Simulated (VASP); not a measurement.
# Ga2O (P-6m2) in VASP: notebook

The runs below take Ga2O through single point, relaxation of cell and atoms, with PBE.

Program: VASP 6.6.1. These are calculated values, not measurements. Logs are shortened: lines on timing, memory, paths and dates and some standing lists are left out, and cuts for length are marked.

## (1) The cell of the first run

Symmetry: P-6m2, No. 187, hexagonal system. The conventional cell has a = 3.374 Å, b = 3.374 Å, c = 5.343 Å, α = 90.00°, β = 90.00°, γ = 120.00°. Within 2.6 Å of Ga (site symmetry -6m2) lie 3 O at 1.95 Å. Ga (site symmetry -6m2) has 6 O at 3.31 Å and 12 Ga at 3.31 to 3.37 Å within 4.3 Å. O (site symmetry -6m2) has 3 Ga at 1.95 Å within 2.6 Å.

## (2) Single point, PBE, collinear spin, ferromagnetic start

INCAR

```
ALGO = Normal
EDIFF = 1E-7
ENCUT = 520
GGA = PE
ISIF = 2
ISMEAR = 0
ISPIN = 2
LASPH = True
LCHARG = False
LORBIT = 11
LREAL = False
LWAVE = False
MAGMOM = 0 0 1
NBANDS = 27
NELM = 150
PREC = Accurate
SIGMA = 0.1
```

KPOINTS

```
k-points
0
Gamma
  6 6 4
```

POSCAR

```
Ga2O
1.0
    3.3740568254      0.0000000000      0.0000000000
   -1.6870284127      2.9220189246      0.0000000000
    0.0000000000      0.0000000000      5.3431153515
Ga O
2 1
Direct
    0.0000000000      0.0000000000      0.5000000000
    0.3333333333      0.6666666667      0.0000000000
    0.6666666667      0.3333333333      0.5000000000
```

Potentials or basis: VASP PAW PBE potentials, release 64 (Ga_d, O).

Started as:

```console
$ cat potpaw_PBE.64/Ga_d/POTCAR potpaw_PBE.64/O/POTCAR > POTCAR
$ mpirun -np 1 vasp_std > vasp.out
```

OUTCAR:

```text
EDIFF = 1E-7
   ENCUT = 520
   GGA = PE
   ISIF = 2
   ISMEAR = 0
   ISPIN = 2
   LASPH = True
   LORBIT = 11
   LREAL = False
   NELM = 150
   PREC = Accurate

 ion  position               nearest neighbor table
   1  0.000  0.000  0.500-   3 1.95   3 1.95   3 1.95
   2  0.333  0.667  0.000-
   3  0.667  0.333  0.500-   1 1.95   1 1.95   1 1.95

  LATTYP: Found a hexagonal cell.
 ALAT       =     3.3740568254
 C/A-ratio  =     1.5835878374

  Lattice vectors:

 A1 = (   3.3740568254,   0.0000000000,   0.0000000000)
 A2 = (  -1.6870284127,   2.9220189246,   0.0000000000)
 A3 = (   0.0000000000,   0.0000000000,   5.3431153515)

Analysis of symmetry for initial positions (statically):
=====================================================================
 Subroutine PRICEL returns:
 Original cell was already a primitive cell.

 Routine SETGRP: Setting up the symmetry group for a
 hexagonal supercell.

 Subroutine GETGRP returns: Found 12 space group operations
 (whereof 12 operations were pure point group operations)
 out of a pool of 24 trial point group operations.

The static configuration has the point symmetry D_3h.

Analysis of symmetry for dynamics (positions and initial velocities):
=====================================================================
 Subroutine PRICEL returns:
 Original cell was already a primitive cell.

 Routine SETGRP: Setting up the symmetry group for a
 hexagonal supercell.

 Subroutine GETGRP returns: Found 12 space group operations
 (whereof 12 operations were pure point group operations)
 out of a pool of 24 trial point group operations.

The dynamic configuration has the point symmetry D_3h.

Analysis of structural, dynamic, and magnetic symmetry:
=====================================================================
 Subroutine PRICEL returns:
 Original cell was already a primitive cell.

 Routine SETGRP: Setting up the symmetry group for a
 hexagonal supercell.

 Subroutine GETGRP returns: Found 12 space group operations
 (whereof 12 operations were pure point group operations)
 out of a pool of 24 trial point group operations.

The overall configuration has the point symmetry D_3h.

 Subroutine INISYM returns: Found 12 space group operations
 (whereof 12 operations are pure point group operations),
 and found     1 'primitive' translations

----------------------------------------------------------------------------------------

                                     Primitive cell

  volume of cell :      52.6781

  direct lattice vectors                    reciprocal lattice vectors
     3.374056825  0.000000000  0.000000000     0.296379122  0.171114566  0.000000000
    -1.687028413  2.922018925  0.000000000     0.000000000  0.342229132  0.000000000
     0.000000000  0.000000000  5.343115351     0.000000000  0.000000000  0.187156731

  length of vectors
     3.374056825  3.374056825  5.343115351     0.342229132  0.342229132  0.187156731

  position of ions in fractional coordinates (direct lattice)
     0.000000000  0.000000000  0.500000000
     0.333333333  0.666666667  0.000000000
     0.666666667  0.333333333  0.500000000

  ion indices of the primitive-cell ions
   primitive index   ion index
                 1           1
                 2           2
                 3           3

----------------------------------------------------------------------------------------

 KPOINTS: k-points

Automatic generation of k-mesh.
 Grid dimensions read from file:
 generate k-points for:    6    6    4

 Generating k-lattice:

  Cartesian coordinates                     Fractional coordinates (reciprocal lattice)
     0.049396520  0.028519094  0.000000000     0.166666667 -0.000000000  0.000000000
     0.000000000  0.057038189  0.000000000     0.000000000  0.166666667  0.000000000
     0.000000000  0.000000000  0.046789183     0.000000000  0.000000000  0.250000000

  Length of vectors
     0.057038189  0.057038189  0.046789183

  Shift w.r.t. Gamma in fractional coordinates (k-lattice)
     0.000000000  0.000000000  0.000000000

 Subroutine IBZKPT returns following result:
 ===========================================

 Found     21 irreducible k-points:

 Following reciprocal coordinates:
            Coordinates               Weight
  0.000000  0.000000  0.000000      1.000000
  0.166667 -0.000000  0.000000      6.000000
  0.333333 -0.000000  0.000000      6.000000
  0.500000 -0.000000  0.000000      3.000000
  0.166667  0.166667  0.000000      6.000000
  0.333333  0.166667  0.000000     12.000000
[... 13 lines left out ...]
  0.333333  0.166667  0.500000     12.000000
  0.333333  0.333333  0.500000      2.000000
   k-points           NKPTS =     21   k-points in BZ     NKDIM =     21   number of bands    NBANDS=     27
   number of dos      NEDOS =    301   number of ions     NIONS =      3
   total plane-waves  NPLWV =  31360
   dimension x,y,z NGX =    28 NGY =   28 NGZ =   40
[... 33 lines left out ...]
     AMIX     =   0.40;   BMIX     =  1.00
     AMIX_MAG =   1.60;   BMIX_MAG =  1.00
  volume/ion in A,a.u.               =      17.56       118.50
  Fermi-wavevector in a.u.,A,eV,Ry     =   1.386484  2.620075 26.154991  1.922338
  Thomas-Fermi vector in A             =   2.510795
   LORBIT       =     11    0 simple, 1 ext, 2 COOP (PROOUT), +10 PAW based schemes
   GGA     = PE    functional components
   LHFCALC =     F    Hartree Fock is set to
   AEXX    =    0.0000 exact exchange contribution
   IVDW    =     0    specifies the selected vdW correction
   LEPSILON=     F    determine dielectric tensor
   LRPA    =     F    only Hartree local field effects (RPA)
 spin polarized calculation
 Gauss-broadening in eV      SIGMA  =   0.10
  energy-cutoff  :      520.00
  volume of cell :       52.68
 maximum number of plane-waves:      1448
 NGX is ok and might be reduce to    28
   NGX = 13   NGY = 13   NGZ = 19

 number of electron      32.0000002 magnetization       0.0004303

 number of electron      32.0000002 magnetization      -0.0000343

 Free energy of the ion-electron system (eV)
  ---------------------------------------------------
  ext. energy  EPLUGINS =         0.00000000
  ---------------------------------------------------
  free energy    TOTEN  =       -12.29457937 eV

  energy without entropy =      -12.29168411  energy(sigma->0) =      -12.29313174

 E-fermi :   4.7525     XC(G=0): -10.2294

 val. band max:        4.6652789875   @ k =   0.5000  -0.0000   0.5000
 cond. band min:       4.8135288518   @ k =   0.3333   0.3333   0.2500
 fundamental gap:      0.1482498643
 Fermi energy:         4.7525399111

 spin component 1

 k-point     1 :       0.0000    0.0000    0.0000
  band No.  band energies     occupation
      1     -16.1986      1.00000
      2     -11.3340      1.00000
      3     -11.3340      1.00000
      4     -11.1109      1.00000
      5     -11.1109      1.00000
      6     -10.9526      1.00000
[... 19 lines left out ...]
     26      17.6378      0.00000
     27      18.5919      0.00000
[... 571 lines left out ...]
 k-point    21 :       0.3333    0.3333    0.5000
  band No.  band energies     occupation
      1     -15.6977      1.00000
      2     -11.2334      1.00000
      3     -11.1779      1.00000
      4     -11.1507      1.00000
      5     -11.1249      1.00000
      6     -10.5933      1.00000
[... 19 lines left out ...]
     26      19.6200      0.00000
     27      20.5594      0.00000
 Fermi energy:         4.7525399111

 spin component 2

 k-point     1 :       0.0000    0.0000    0.0000
  band No.  band energies     occupation
      1     -16.1986      1.00000
      2     -11.3340      1.00000
      3     -11.3340      1.00000
      4     -11.1109      1.00000
      5     -11.1109      1.00000
      6     -10.9526      1.00000
[... 19 lines left out ...]
     26      17.6378      0.00000
     27      18.5920      0.00000
[... 571 lines left out ...]
 k-point    21 :       0.3333    0.3333    0.5000
  band No.  band energies     occupation
      1     -15.6977      1.00000
      2     -11.2334      1.00000
      3     -11.1779      1.00000
      4     -11.1507      1.00000
      5     -11.1249      1.00000
      6     -10.5933      1.00000
[... 19 lines left out ...]
     26      19.6200      0.00000
     27      20.5594      0.00000

------------------------ aborting loop because EDIFF is reached ----------------------------------------

  FORCE on cell =-STRESS in cart. coord.  units (eV):
  Direction    XX          YY          ZZ          XY          YZ          ZX
  --------------------------------------------------------------------------------------
  -------------------------------------------------------------------------------------
  Total        0.2531657      0.2531657     -0.0453413      0.0000000      0.0000000     -0.0000000
  in kB        7.6999056      7.6999056     -1.3790330      0.0000000      0.0000000     -0.0000000
  external PRESSURE =       4.6735927 kB  Pullay stress =       0.0000000 kB

 VOLUME and BASIS-vectors are now :
 -----------------------------------------------------------------------------
  energy-cutoff  :      520.00
  volume of cell :       52.68
      direct lattice vectors                 reciprocal lattice vectors
     3.374056825  0.000000000  0.000000000     0.296379122  0.171114566  0.000000000
    -1.687028413  2.922018925  0.000000000     0.000000000  0.342229132  0.000000000
     0.000000000  0.000000000  5.343115351     0.000000000  0.000000000  0.187156731

 POSITION                                       TOTAL-FORCE (eV/Angst)
 -----------------------------------------------------------------------------------
      0.00000      0.00000      2.67156         0.000000      0.000000      0.000000
     -0.00000      1.94801      0.00000         0.000000      0.000000      0.000000
      1.68703      0.97401      2.67156        -0.000000      0.000000      0.000000
 -----------------------------------------------------------------------------------
    total drift:                               -0.000002      0.000001     -0.000000

  FREE ENERGIE OF THE ION-ELECTRON SYSTEM (eV)
  ---------------------------------------------------
  free  energy   TOTEN  =       -12.2945793683 eV

  energy  without entropy=      -12.2916841055  energy(sigma->0) =      -12.29313174

 total charge

# of ion       s       p       d       tot
------------------------------------------
    1        0.847   0.600  10.096  11.543
    2        1.129   0.368   9.928  11.424
    3        1.608   3.377   0.000   4.985
--------------------------------------------------
tot          3.584   4.345  20.024  27.953

 magnetization (x)

# of ion       s       p       d       tot
------------------------------------------
    1       -0.000  -0.000  -0.000  -0.000
    2       -0.000   0.000   0.000   0.000
    3       -0.000   0.000   0.000   0.000
--------------------------------------------------
tot         -0.000   0.000  -0.000   0.000
```

Wall time 29 s (1 thread of Intel Xeon 6975P-C (Granite Rapids), shared host); peak memory 0.22 GiB.

Results:

```yaml
Free_energy: -12.2946 eV
Pressure: 0.5 GPa
Band_gap_on_the_k_mesh: zero (filled and empty bands overlap)
Net_moment: 0.00 μB per cell
Valence_electrons_inside_the_program's_atomic_spheres: Ga 11.54, 11.42; O 4.99
```

## (3) Single point, PBE, collinear spin, ferromagnetic start

This run uses another cell than the first one, of 16.37 Å³/atom, 0.932 times its volume.

INCAR

```
PREC = Accurate ; ENCUT = 520
EDIFF = 1E-6 ; ISMEAR = 0
SIGMA = 0.1 ; LREAL = False
LASPH = True ; NELM = 150
ALGO = Normal ; ISIF = 2
LWAVE = False ; LCHARG = False
ISPIN = 2 ; MAGMOM = 0 0 1
LORBIT = 11 ; GGA = PE
NBANDS = 27
```

KPOINTS

```
Automatic mesh
0
Gamma
  6 6 6
```

POSCAR

```
Ga2O
1.0
    4.5253734800      0.0000000000      0.0000000000
   -2.2626867400      3.9190883900      0.0000000000
    0.0000000000      0.0000000000      2.7685676800
Ga O
2 1
Direct
    0.0000000000      0.0000000000      0.5000000000
    0.3333333300      0.6666666700      0.0000000000
    0.6666666700      0.3333333300      0.5000000000
```

Potentials or basis: VASP PAW PBE potentials, release 64 (Ga_d, O).

Started as:

```console
$ cat potpaw_PBE.64/Ga_d/POTCAR potpaw_PBE.64/O/POTCAR > POTCAR
$ mpirun -np 1 vasp_std > vasp.out
```

Wall time 31 s (1 thread of Intel Xeon 6975P-C (Granite Rapids), shared host); peak memory 0.22 GiB.

The run converged. Its results:

- Free energy: -10.6328 eV
- Pressure: -7.7 GPa
- Net moment: -0.19 μB per cell
- Site moments: Ga +0.01; O -0.20 μB
- Valence electrons inside the program's atomic spheres: Ga 11.42, 11.43; O 4.75

Stress tensor (GPa, compression positive):
```
-13.03   0.00   0.00
  0.00 -13.03   0.00
  0.00   0.00   3.10
```

Levels at points of the mesh, in eV from the Fermi level:
Spin up:
```
           k point  band 12  band 13  band 14  band 15  band 16  band 17  band 18  band 19  band 20  band 21
(0.00, 0.00, 0.00)    -8.64    -2.54    -2.54    -1.90    -0.37    -0.37     0.48     7.05     7.05     9.38
(0.50, 0.00, 0.00)    -8.44    -5.96    -3.76    -0.39     0.55     1.70     2.60     7.89     8.09    10.29
(0.00, 0.00, 0.50)    -5.19    -3.74    -1.62    -1.62    -0.60     2.76     2.78     4.49     4.49     4.69
(0.50, 0.00, 0.50)    -4.29    -3.07    -2.95    -1.93    -1.01    -0.24     0.99     3.55     5.62     7.37
```
Spin down:
```tsv
k point	band 14	band 15	band 16	band 17	band 18	band 19
(0.00, 0.00, 0.00)	-2.67	-1.89	-0.34	-0.34	-0.23	7.01
(0.50, 0.00, 0.00)	-3.82	-0.56	-0.18	1.62	2.60	7.91
(0.00, 0.00, 0.50)	-1.78	-1.78	-1.10	2.77	2.78	4.52
(0.50, 0.00, 0.50)	-3.01	-2.08	-1.00	-0.41	0.85	3.58
```

Caveat: the k points lie up to 0.38 Å⁻¹ apart.

## (4) Single point, PBE

This run uses another cell than the first one, of 17.74 Å³/atom, 1.011 times its volume.

INCAR

```
SYSTEM = Ga2O
ALGO     = Normal         ! electronic algorithm
EDIFF    = 1E-6           ! SCF threshold, eV
ENCUT    = 520            ! plane-wave cutoff, eV
GGA      = PE             ! functional
ISIF     = 2              ! what is computed and relaxed
ISMEAR   = 0              ! smearing method
LASPH    = .True.         ! aspherical terms in the spheres
LCHARG   = .False.        ! write CHGCAR
LREAL    = .False.        ! projectors in reciprocal space
LWAVE    = .False.        ! write WAVECAR
NBANDS   = 23             ! bands
NELM     = 100            ! most SCF steps
PREC     = Accurate       ! precision mode
SIGMA    = 0.1            ! smearing width, eV
```

KPOINTS

```
k-points
0
Gamma
  18 18 10
  0 0 0
```

POSCAR

```
Ga2O
1.0
    3.3749501062      0.0000000000      0.0000000000
   -1.6874750531      2.9227925285      0.0000000000
    0.0000000000      0.0000000000      5.3966614724
Ga O
2 1
Direct
    0.0000000000      0.0000000000      0.5000000000
    0.3333333333      0.6666666667      0.0000000000
    0.6666666667      0.3333333333      0.5000000000
```

Started as:

```console
$ cat potpaw_PBE.64/Ga_d/POTCAR potpaw_PBE.64/O/POTCAR > POTCAR
$ mpirun -np 1 vasp_std > vasp.out
```

Wall time 93 s (1 thread of Intel Xeon 6975P-C (Granite Rapids), shared host); peak memory 0.35 GiB.

It converged, with:

```yaml
Free_energy: -12.2616 eV
Pressure: 0.3 GPa
Band_gap_on_the_k_mesh: zero (band 16 reaches 4.89 eV, above the bottom of band 17 at 4.07 eV)
```

Stress tensor (GPa, compression positive):
```
 0.45  0.00  0.00
 0.00  0.45  0.00
 0.00  0.00 -0.03
```

Levels at points of the mesh, in eV from the Fermi level:
| k point | band 12 | band 13 | band 14 | band 15 | band 16 | band 17 | band 18 | band 19 | band 20 | band 21 |
| --- | --- | --- | --- | --- | --- | --- | --- | --- | --- | --- |
| (0.00, 0.00, 0.00) | -7.86 | -6.24 | -5.00 | -5.00 | -2.03 | 0.23 | 6.10 | 6.10 | 8.75 | 8.75 |
| (0.50, 0.00, 0.00) | -9.14 | -6.11 | -4.57 | -4.14 | -2.11 | 0.27 | 1.68 | 3.87 | 4.68 | 4.90 |
| (0.00, 0.00, 0.50) | -8.51 | -5.00 | -5.00 | -4.30 | -4.09 | 3.05 | 4.77 | 6.99 | 6.99 | 7.35 |
| (0.50, 0.00, 0.50) | -9.03 | -6.10 | -5.10 | -4.39 | -1.41 | 0.06 | 1.58 | 4.57 | 4.57 | 7.69 |

## (5) Relaxation of cell and atoms, PBE

INCAR

```
SYSTEM = Ga2O
PREC = Accurate
ENCUT = 600
EDIFF = 1E-7
ISMEAR = 0
SIGMA = 0.1
LREAL = .False.
LASPH = .True.
NELM = 80
ALGO = Normal
ISIF = 3
LWAVE = .False.
LCHARG = .False.
GGA = PE
IBRION = 2
NSW = 100
EDIFFG = -0.01
```

KPOINTS

```
regular mesh
0
Gamma
  18 18 10
  0 0 0
```

POSCAR

```
Ga2O
1.0
    3.3740568254      0.0000000000      0.0000000000
   -1.6870284127      2.9220189246      0.0000000000
    0.0000000000      0.0000000000      5.3431153515
Ga O
2 1
Direct
    0.0000000000      0.0000000000      0.5000000000
    0.3333333333      0.6666666667      0.0000000000
    0.6666666667      0.3333333333      0.5000000000
```

Started as:

```console
$ cat potpaw_PBE.64/Ga_d/POTCAR potpaw_PBE.64/O/POTCAR > POTCAR
$ mpirun -np 1 vasp_std > vasp.out
```

Wall time 3 min (1 thread of Intel Xeon 6975P-C (Granite Rapids), shared host); peak memory 0.39 GiB.

It converged, with:

| Property | Result |
| --- | --- |
| Free energy | -12.2637 eV |
| Relaxed volume | 17.70 Å³/atom |
| Relaxed cell | a = 3.385 Å, b = 3.385 Å, c = 5.350 Å, α = 90.00°, β = 90.00°, γ = 120.00° |
| Space group after relaxing (to 0.05 Å) | P-6m2 (No. 187) |
| Energy gained by relaxing | 0.3 meV/atom |
| Ionic steps | 2 |
| Pressure after relaxing | 0.0 GPa |
| Band gap on the k mesh | zero (band 16 reaches 4.89 eV, above the bottom of band 17 at 4.07 eV) |

The path:
| step | energy change (eV) | largest force (eV/Å) | pressure (GPa) | volume (Å³) |
| --- | --- | --- | --- | --- |
| 1 | 0.0000 | 0.0000 | 0.50 | 52.68 |
| 2 | -0.0008 | 0.0000 | 0.02 | 53.10 |

Final structure:
```xyz
3
Lattice="3.3852 0.0000 0.0000 -1.6926 2.9317 0.0000 0.0000 0.0000 5.3504" Properties=species:S:1:pos:R:3 pbc="T T T"
Ga    0.0000    0.0000    2.6752
Ga    0.0000    1.9544    0.0000
O     1.6926    0.9772    2.6752
```

Levels at points of the mesh, in eV from the Fermi level:
```csv
k point,band 12,band 13,band 14,band 15,band 16,band 17,band 18,band 19,band 20
"(0.00, 0.00, 0.00)",-7.84,-6.18,-4.95,-4.95,-1.98,0.30,6.02,6.02,8.74
"(0.50, 0.00, 0.00)",-9.09,-6.05,-4.52,-4.14,-2.09,0.29,1.71,3.91,4.63
"(0.00, 0.00, 0.50)",-8.49,-4.95,-4.95,-4.31,-3.98,3.19,4.87,6.95,6.95
"(0.50, 0.00, 0.50)",-8.96,-6.04,-5.08,-4.39,-1.37,0.04,1.59,4.52,4.67
```

## (6) The runs side by side

| task | spin | cell | k mesh | cutoff (eV) | gap on the mesh (eV) | pressure (GPa) | moment (μB) |
| --- | --- | --- | --- | --- | --- | --- | --- |
| single point | collinear, ferromagnetic start | a = 3.374, b = 3.374, c = 5.343 Å, angles 90.0, 90.0, 120.0°, 3 atoms | 6 × 6 × 4 | 520 | none | 0.5 | 0.00 |
| single point | collinear, ferromagnetic start | a = 4.525, b = 4.525, c = 2.769 Å, angles 90.0, 90.0, 120.0°, 3 atoms | 6 × 6 × 6 | 520 | none | -7.7 | 0.19 |
| single point | off | a = 3.375, b = 3.375, c = 5.397 Å, angles 90.0, 90.0, 120.0°, 3 atoms | 18 × 18 × 10 | 520 | none | 0.3 | - |
| relaxation of cell and atoms | off | relaxed from a = 3.374, b = 3.374, c = 5.343 Å, angles 90.0, 90.0, 120.0°, 3 atoms | 18 × 18 × 10 | 600 | none | 0.0 | - |

Alike in all rows: level PBE; potentials or basis VASP PAW PBE potentials, release 64 (Ga_d, O); smearing gaussian 0.1 eV.

Caveats: some runs use coarse meshes.

Total energies depend on the potentials used, so only differences within one code and one set of settings carry meaning.
